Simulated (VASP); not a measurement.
## PbSe (m.bgw): single point with PBE

The system is PbSe (m.bgw).

```xyz
2
Lattice="0.0000 3.1089 3.1089 3.1089 0.0000 3.1089 3.1089 3.1089 0.0000" Properties=species:S:1:pos:R:3 pbc="T T T"
Pb    0.0000    0.0000    0.0000
Se    3.1089    3.1089    3.1089
```

```json
{"Program": "VASP 6.6.1", "Task": "single point", "Functional": "PBE", "Potentials or basis": "VASP PAW PBE potentials, release 64 (Pb_d, Se)", "Cutoff": "500 eV", "k mesh": "4 × 4 × 4", "Occupations": "gaussian, width 0.01 eV", "Spin": "no spin polarisation"}
```

| Quantity | Value |
| --- | --- |
| Pressure | 0.0 GPa |
| Band gap on the k mesh | 0.44 eV, direct |

Levels at points of the mesh, in eV from the valence-band top:
```tsv
k point	band 8	band 9	band 10	band 11	band 12	band 13
(0.00, 0.00, 0.00)	-1.63	-1.63	-1.63	4.64	4.64	4.64
(0.50, 0.00, 0.00)	-1.26	-1.26	0.00	0.44	1.83	1.83
(0.50, 0.50, 0.00)	-4.56	-2.91	-2.91	3.92	5.47	5.47
```

It took 16 s on 1 thread of Intel Xeon 8259CL (shared host), peak memory 0.17 GiB.

Caveat: the k points lie up to 0.44 Å⁻¹ apart; spin-orbit coupling is left out, which moves the levels of the heavy elements. A k mesh can miss the band edges.
